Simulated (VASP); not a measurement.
# Mg (a cell with a defect) in VASP: single point with PBE

Aim: the single point of Mg (a cell with a defect) with PBE.

Program: VASP 6.6.1. These are calculated values, not measurements. Logs are shortened: lines on timing, memory, paths and dates and some standing lists are left out, and cuts for length are marked.

## (1) The cell of the first run

The cell holds a defect, 19 atoms: a = 8.460 Å, b = 8.460 Å, c = 8.460 Å, α = 106.60°, β = 106.60°, γ = 115.38°.

## (2) Single point, PBE

Contents of INCAR:

```
  PREC = Accurate
  ENCUT = 520
  EDIFF = 1E-6
  ISMEAR = 0
  SIGMA = 0.1
  LREAL = F
  LASPH = T
  NELM = 120
  ALGO = Normal
  ISIF = 2
  LWAVE = F
  LCHARG = F
  GGA = PE
  NBANDS = 34
  GGA_COMPAT = F
```

Contents of KPOINTS:

```
Automatic mesh
0
Gamma
  4 4 4
```

Contents of POSCAR:

```
Mg
1.0
    4.5221932693      2.2610966347      6.7832899040
    4.5221932693     -2.2610966347     -6.7832899040
   -4.5221932693      6.7832899040     -2.2610966347
Mg
19
Direct
    0.6387158018      0.9487336442      0.0992589598
    0.2483473247      0.7524775252      0.4938067144
    0.1564680804      0.4400324315      0.0976118387
    0.5928952480      0.7987313865      0.3985277702
    0.5103467416      0.5008724009     -0.0000520986
    0.9402815950      0.8563840750      0.3088051122
    0.2052761447      0.5910053023      0.7890676907
    0.1012597146      0.3013590793      0.3991549880
    0.5552727516      0.6510310207      0.7011920126
   -0.0103618747      0.0058769713     -0.0002024681
    0.4530201780      0.3425296770      0.3003936628
    0.9043521929      0.6993085018      0.6117008795
    0.8067481160      0.4065309885      0.1981714506
    0.0493700262      0.1492864988      0.7014161074
    0.3996916966      0.1983462994      0.5974199330
    1.1908059164      0.8157014263      1.1266517587
    0.7478555202      0.2481308368      0.4993622929
    0.3483182841      0.0484773177      0.9022618356
    0.6988368722      0.1076849597      0.8004517685
```

Potentials or basis: VASP PAW PBE potentials, release 64 (Mg).

Started as:

```console
> cat potpaw_PBE.64/Mg/POTCAR > POTCAR
> mpirun -np 1 vasp_std > vasp.out
```

OUTCAR:

```text
PREC = Accurate
   ENCUT = 520
   EDIFF = 1E-6
   ISMEAR = 0
   LREAL = F
   LASPH = T
   NELM = 120
   ISIF = 2
   GGA = PE

 ion  position               nearest neighbor table
   1  0.639  0.949  0.099-  18 3.13   7 3.15  17 3.17   4 3.19   6 3.19  10 3.19   5 3.22   9 3.23
                            13 3.24  19 3.25   8 3.26  16 3.56
   2  0.248  0.752  0.494-   4 3.14  13 3.14  15 3.16   7 3.21  19 3.22   8 3.22   6 3.23  12 3.23
                            16 3.24  18 3.24   3 3.24   9 3.27
   3  0.156  0.440  0.098-  16 2.99  10 3.05  14 3.12   4 3.15   8 3.17  11 3.17   5 3.20  19 3.21
                            13 3.23   2 3.24   7 3.27
   4  0.593  0.799  0.399-   6 3.12   2 3.14   3 3.15  17 3.18   1 3.19   9 3.19  19 3.22  14 3.23
                             5 3.24  11 3.27  12 3.31  16 3.61
   5  0.510  0.501  1.000-   6 3.13  13 3.13   9 3.18  15 3.19   3 3.20  18 3.20   7 3.20   1 3.22
                             4 3.24  14 3.25  11 3.25
   6  0.940  0.856  0.309-  16 3.03  14 3.10   4 3.12   5 3.13   8 3.16   1 3.19  13 3.21  15 3.22
                             2 3.23  12 3.24  10 3.27
   7  0.205  0.591  0.789-  16 3.01   8 3.09   9 3.12  14 3.14   1 3.15  12 3.19   5 3.20   2 3.21
                            17 3.21  18 3.25   3 3.27
   8  0.101  0.301  0.399-   7 3.09  10 3.14   6 3.16   3 3.17  13 3.20  15 3.20   9 3.22   2 3.22
                            17 3.22  11 3.22  14 3.23   1 3.26
   9  0.555  0.651  0.701-   7 3.12  10 3.13  12 3.14   5 3.18   4 3.19  15 3.20   8 3.22  11 3.22
[... 7 lines left out ...]
  13  0.807  0.407  0.198-   5 3.13   2 3.14  19 3.15   8 3.20   6 3.21  11 3.22   3 3.23   1 3.24
                            18 3.25  17 3.26  12 3.27
  14  0.049  0.149  0.701-   6 3.10   3 3.12   7 3.14  10 3.17  18 3.20  17 3.21  19 3.21  15 3.22
                            12 3.22   8 3.23   4 3.23   5 3.25
  15  0.400  0.198  0.597-  19 3.14  11 3.15   2 3.16  17 3.17   5 3.19   8 3.20   9 3.20   6 3.22
                            14 3.22  18 3.24  16 3.63
  16  0.191  0.816  0.127-  10 2.99   3 2.99   7 3.01   6 3.03   2 3.24  18 3.25   1 3.56  11 3.59
                             4 3.61  15 3.63
  17  0.748  0.248  0.499-  11 3.13  19 3.16   1 3.17  15 3.17  12 3.18   4 3.18  14 3.21   7 3.21
                             8 3.22  13 3.26
  18  0.348  0.048  0.902-   1 3.13  11 3.15  12 3.15  19 3.20  14 3.20   5 3.20  15 3.24   2 3.24
                            13 3.25   7 3.25  16 3.25  10 3.27
  19  0.699  0.108  0.800-  15 3.14  10 3.15  13 3.15  17 3.16  18 3.20   3 3.21  14 3.21   2 3.22
                             4 3.22   1 3.25   9 3.26

  LATTYP: Found a body centered tetragonal cell.
 ALAT       =    10.1119315576
 C/A-ratio  =     0.8944271910

  Lattice vectors:

 A1 = (   4.5221932693,   2.2610966347,   6.7832899040)
 A2 = (   4.5221932693,  -2.2610966347,  -6.7832899040)
 A3 = (  -4.5221932693,   6.7832899040,  -2.2610966347)

Analysis of symmetry for initial positions (statically):
=====================================================================
 Subroutine PRICEL returns:
 Original cell was already a primitive cell.

 Routine SETGRP: Setting up the symmetry group for a
 body centered tetragonal supercell.

 Subroutine GETGRP returns: Found  1 space group operations
 (whereof  1 operations were pure point group operations)
 out of a pool of 16 trial point group operations.

The static configuration has the point symmetry C_1 .

Analysis of symmetry for dynamics (positions and initial velocities):
=====================================================================
 Subroutine PRICEL returns:
 Original cell was already a primitive cell.

 Routine SETGRP: Setting up the symmetry group for a
 body centered tetragonal supercell.

 Subroutine GETGRP returns: Found  1 space group operations
 (whereof  1 operations were pure point group operations)
 out of a pool of 16 trial point group operations.

The dynamic configuration has the point symmetry C_1 .

 Subroutine INISYM returns: Found  1 space group operations
 (whereof  1 operations are pure point group operations),
 and found     1 'primitive' translations

----------------------------------------------------------------------------------------

                                     Primitive cell

  volume of cell :     462.3995

  direct lattice vectors                    reciprocal lattice vectors
     4.522193269  2.261096635  6.783289904     0.110565818  0.088452655  0.044226327
[... 55 lines left out ...]
 generate k-points for:    4    4    4

 Generating k-lattice:

  Cartesian coordinates                     Fractional coordinates (reciprocal lattice)
     0.027641455  0.022113164  0.011056582     0.250000000  0.000000000 -0.000000000
     0.027641455  0.011056582 -0.022113164     0.000000000  0.250000000  0.000000000
     0.000000000  0.033169746 -0.011056582     0.000000000 -0.000000000  0.250000000

  Length of vectors
     0.037084903  0.037084903  0.034963982

  Shift w.r.t. Gamma in fractional coordinates (k-lattice)
     0.000000000  0.000000000  0.000000000

 Subroutine IBZKPT returns following result:
 ===========================================

 Found     36 irreducible k-points:

 Following reciprocal coordinates:
            Coordinates               Weight
  0.000000  0.000000  0.000000      1.000000
  0.250000  0.000000  0.000000      2.000000
  0.250000  0.000000 -0.250000      2.000000
  0.000000  0.250000 -0.250000      2.000000
  0.000000  0.250000 -0.000000      2.000000
  0.500000  0.000000  0.000000      1.000000
[... 16 lines left out ...]
  0.000000  0.000000  0.250000      2.000000
  0.500000  0.500000 -0.000000      1.000000
 [... further k-points ...]
   k-points           NKPTS =     36   k-points in BZ     NKDIM =     36   number of bands    NBANDS=     34
   number of dos      NEDOS =    301   number of ions     NIONS =     19
   total plane-waves  NPLWV = 262144
   dimension x,y,z NGX =    64 NGY =   64 NGZ =   64
   dimension x,y,z NGXF=   128 NGYF=  128 NGZF=  128
   ions per type =              19
   NGX,Y,Z   is equivalent  to a cutoff of  12.58, 12.58, 12.58 a.u.
   NGXF,Y,Z  is equivalent  to a cutoff of  25.15, 25.15, 25.15 a.u.
 SYSTEM =  unknown system
   PREC   = accura    normal or accurate (medium, high low for compatibility)
   ISTART =      0    job   : 0-new  1-cont  2-samecut
   ICHARG =      2    charge: 1-file 2-atom 10-const
   ISPIN  =      1    spin polarized calculation?
   LNONCOLLINEAR =      F non collinear calculations
   LSORBIT =      F    spin-orbit coupling
   LASPH  =      T    aspherical Exc in radial PAW
   ENCUT  =  520.0 eV  38.22 Ry    6.18 a.u.  15.73 15.73 15.73*2*pi/ulx,y,z
   NELM   =    120;   NELMIN=  2; NELMDL= -5     # of ELM steps
   EDIFF  = 0.1E-05   stopping-criterion for ELM
   LREAL  =      F    real-space projection
   EDIFFG = 0.1E-04   stopping-criterion for IOM
   NSW    =      0    number of steps for IOM
   IBRION =     -1    ionic relax: 0-MD 1-quasi-New 2-CG
   NFREE  =      0    steps in history (QN), initial steepest desc. (CG)
   ISIF   =      2    stress and relaxation
   ISYM   =      2    0-nonsym 1-usesym 2-fastsym
   POTIM  = 0.5000    time-step for ionic-motion
   TEBEG  =    0.0;   TEEND  =   0.0 temperature during run
   PSTRESS=    0.0 pullay stress
   NELECT =      38.0000    total number of electrons
   NUPDOWN=      -1.0000    fix difference up-down
   EMIN   =  10.00;   EMAX   =-10.00  energy-range for DOS
   EFERMI =   0.00;   METHOD = LEGACY
   ISMEAR =     0;   SIGMA  =   0.10  broadening in eV -4-tet -1-fermi 0-gaus
   EFERMI_NEDOS =   21; number of points for ismear=-14 and -15
   IALGO  =     38    algorithm
   IMIX   =      4    mixing-type and parameters
     AMIX     =   0.40;   BMIX     =  1.00
     AMIX_MAG =   1.60;   BMIX_MAG =  1.00
  volume/ion in A,a.u.               =      24.34       164.23
  Fermi-wavevector in a.u.,A,eV,Ry     =   0.711755  1.345021  6.892637  0.506595
  Thomas-Fermi vector in A             =   1.798950
   LORBIT       =      0    0 simple, 1 ext, 2 COOP (PROOUT), +10 PAW based schemes
   GGA     = PE    functional components
   LHFCALC =     F    Hartree Fock is set to
   AEXX    =    0.0000 exact exchange contribution
   IVDW    =     0    specifies the selected vdW correction
   LEPSILON=     F    determine dielectric tensor
   LRPA    =     F    only Hartree local field effects (RPA)
 non-spin polarized calculation
 Gauss-broadening in eV      SIGMA  =   0.10
  energy-cutoff  :      520.00
  volume of cell :      462.40
 maximum number of plane-waves:     12495
 NGX is ok and might be reduce to    64
   NGX = 31   NGY = 31   NGZ = 31

 number of electron      38.0000000 magnetization

 Free energy of the ion-electron system (eV)
  ---------------------------------------------------
  ext. energy  EPLUGINS =         0.00000000
  ---------------------------------------------------
  free energy    TOTEN  =       -27.23069995 eV

  energy without entropy =      -27.17724521  energy(sigma->0) =      -27.20397258

 E-fermi :   2.3030     XC(G=0):  -8.2841

 val. band max:        2.3006969813   @ k =   0.0000   0.0000   0.0000
 cond. band min:       2.3061828920   @ k =   0.5000   0.5000   0.2500
 fundamental gap:      0.0054859106
 Fermi energy:         2.3029761043

 k-point     1 :       0.0000    0.0000    0.0000
  band No.  band energies     occupation
      1      -4.4174      2.00000
      2      -1.6143      2.00000
      3      -1.5743      2.00000
      4      -1.5516      2.00000
      5      -1.5335      2.00000
      6      -1.3188      2.00000
[... 805 lines left out ...]
     30       4.8722      0.00000
     31       4.9536      0.00000

 [... further k-points ...]

 [bands above 31 left out]

------------------------ aborting loop because EDIFF is reached ----------------------------------------

  FORCE on cell =-STRESS in cart. coord.  units (eV):
  Direction    XX          YY          ZZ          XY          YZ          ZX
  --------------------------------------------------------------------------------------
  -------------------------------------------------------------------------------------
  Total       -2.6677640     -1.5071671      0.0411592     -0.1166749     -0.0783404     -0.0756843
  in kB       -9.2435890     -5.2222134      0.1426134     -0.4042694     -0.2714434     -0.2622401
  external PRESSURE =      -4.7743963 kB  Pullay stress =       0.0000000 kB

 VOLUME and BASIS-vectors are now :
 -----------------------------------------------------------------------------
  energy-cutoff  :      520.00
  volume of cell :      462.40
      direct lattice vectors                 reciprocal lattice vectors
     4.522193269  2.261096635  6.783289904     0.110565818  0.088452655  0.044226327
     4.522193269 -2.261096635 -6.783289904     0.110565818  0.044226327 -0.088452655
    -4.522193269  6.783289904 -2.261096635     0.000000000  0.132678982 -0.044226327

 POSITION                                       TOTAL-FORCE (eV/Angst)
 -----------------------------------------------------------------------------------
      6.72989     -0.02768     -2.32738        -0.021024     -0.010893     -0.002166
      2.29283      2.20975     -4.53621        -0.021841      0.007711     -0.003147
      2.25607      0.02096     -2.14421        -0.009303     -0.025382     -0.016009
      4.49098      2.23791     -2.29736        -0.015796     -0.013908     -0.006366
      0.05097      6.80436     -2.19671        -0.011150     -0.021578      0.004418
      6.72839      2.28442     -0.12914        -0.011565     -0.021646      0.019609
[... 11 lines left out ...]
     -2.28582      6.79827     -0.00619         0.004080     -0.024905     -0.003000
      0.02745      6.76635      2.20006        -0.011870     -0.007101     -0.000100
 -----------------------------------------------------------------------------------
    total drift:                               -0.000014     -0.000010      0.000009

  FREE ENERGIE OF THE ION-ELECTRON SYSTEM (eV)
  ---------------------------------------------------
  free  energy   TOTEN  =       -27.2306999502 eV

  energy  without entropy=      -27.1772452065  energy(sigma->0) =      -27.20397258
```

Wall time 8.8 min (1 thread of Intel Xeon Platinum 8488C (Sapphire Rapids), shared host); peak memory 0.79 GiB.

What came out:

* Free energy: -27.2307 eV
* Pressure: -0.5 GPa
* Largest force: 0.396 eV/Å
* Band gap on the k mesh: zero (bands 19 and 20 overlap by 1.27 eV)

Forces in eV/Å, atoms in the order of the input:
```
Mg  -0.021 -0.011 -0.002
Mg  -0.022  0.008 -0.003
Mg  -0.009 -0.025 -0.016
Mg  -0.016 -0.014 -0.006
Mg  -0.011 -0.022  0.004
Mg  -0.012 -0.022  0.020
Mg  -0.031 -0.016 -0.023
Mg  -0.010 -0.016  0.002
Mg  -0.017 -0.025 -0.003
Mg  -0.040 -0.013  0.022
Mg  -0.013 -0.019  0.004
Mg  -0.019 -0.003  0.001
Mg  -0.005 -0.008  0.002
Mg  -0.017 -0.013 -0.004
Mg  -0.019 -0.027  0.002
Mg   0.285  0.274 -0.005
Mg  -0.017 -0.016  0.009
Mg   0.004 -0.025 -0.003
Mg  -0.012 -0.007  0.000
```

Levels at points of the mesh, in eV from the Fermi level:
```csv
k point,band 17,band 18,band 19,band 20,band 21,band 22,band 23,band 24
"(0.00, 0.00, 0.00)",-0.84,0.00,0.96,1.53,1.54,1.61,1.66,1.98
"(0.50, 0.00, 0.00)",-0.86,-0.76,-0.33,-0.26,0.02,0.08,0.57,0.73
"(0.50, 0.00, 0.50)",-0.88,-0.74,-0.31,-0.30,0.05,0.12,0.59,0.70
"(0.00, 0.50, 0.50)",-0.82,-0.75,-0.35,-0.27,0.04,0.08,0.56,0.69
"(0.00, 0.50, 0.00)",-0.86,-0.79,-0.31,-0.17,-0.02,0.07,0.60,0.72
"(0.50, 0.50, 0.00)",-1.14,-0.82,-0.26,-0.21,0.50,0.85,1.28,1.37
"(0.00, 0.00, 0.50)",-1.11,-0.80,-0.29,-0.14,0.58,0.78,1.33,1.38
"(0.50, 0.50, 0.50)",0.27,0.29,0.35,0.39,0.61,0.71,0.72,0.74
```
